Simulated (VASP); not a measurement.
A run of VASP 6.6.1:

Contents of INCAR:

```
SYSTEM = Pt
ALGO = Fast ; EDIFF = 1E-8
ENCUT = 520 ; GGA = PE
IBRION = 8 ; ISIF = 2
ISMEAR = -1 ; LASPH = .TRUE.
LCHARG = .FALSE. ; LREAL = .FALSE.
LWAVE = .FALSE. ; NBANDS = 17
NELM = 100 ; NSW = 1
PREC = Accurate ; SIGMA = 0.15
```

KPOINTS

```
k-points
0
G
  18 18 10
  0 0 0
```

File POSCAR:

```
Pt
1.0
    2.7904638270      0.0000000000      0.0000000000
   -1.3952319135      2.4166125625      0.0000000000
    0.0000000000      0.0000000000      4.7780003547
Pt
2
Direct
    0.6666666667      0.3333333333      0.7500000000
    0.3333333333      0.6666666667      0.2500000000
```

Potentials or basis: VASP PAW PBE potentials, release 64 (Pt).

Command:

```sh
$ cat potpaw_PBE.64/Pt/POTCAR > POTCAR
$ mpirun -np 1 vasp_std > vasp.out
```

Hardware: 1 thread of Oxide Virtual Turin-like Processor (shared host).

**Question.** Estimate the wall time of this run.

**Answer.** It took 17 min on 1 thread of Oxide Virtual Turin-like Processor, on a shared host, peak memory 0.97 GiB. Counts: scf iterations 44, k points 222.
